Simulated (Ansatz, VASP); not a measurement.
# FeNi3: VASP beside Ansatz

```
Fe Ni
1.0
    -1.77064    1.77064    3.54445
     1.77064   -1.77064    3.54445
     1.77064    1.77064   -3.54445
Fe Ni
1 3
Direct
  0.00000 0.00000 0.00000
  0.50000 0.50000 0.00000
  0.75000 0.25000 0.50000
  0.25000 0.75000 0.50000
```

Alike in both runs: functional PBE; k mesh 18 × 18 × 18; occupations gaussian, width 0.1 eV; collinear spin.

Ansatz relaxed the structure, and its values are those at the end. VASP's run is a single point on that final structure, the one shown.

|  | VASP | Ansatz |
| --- | --- | --- |
| version | VASP 6.6.1 | Ansatz 0.2.0 |
| potentials or method | VASP PAW PBE potentials, release 64 (Fe, Ni), cutoff 600 eV | scalar-relativistic, plane waves, PAW |
| valence electrons in the cell | 38 | 70 |

```csv
,VASP,Ansatz,Ansatz less VASP
gap on the k mesh at the Fermi level (eV),none,none,-
pressure (GPa),-0.3,0.0,+0.30
net moment per atom (μB),1.14,1.15,+0.009
size of the moment on the site where the two differ most (μB),0.60,0.65,+0.052
```

Site moments also hang on the region over which each program counts them. A gap of «none» marks a metal or a gap that the smearing closes. VASP's potentials hold 38 valence electrons a cell and Ansatz's 70, so a difference there can come from the potentials and not from the codes.
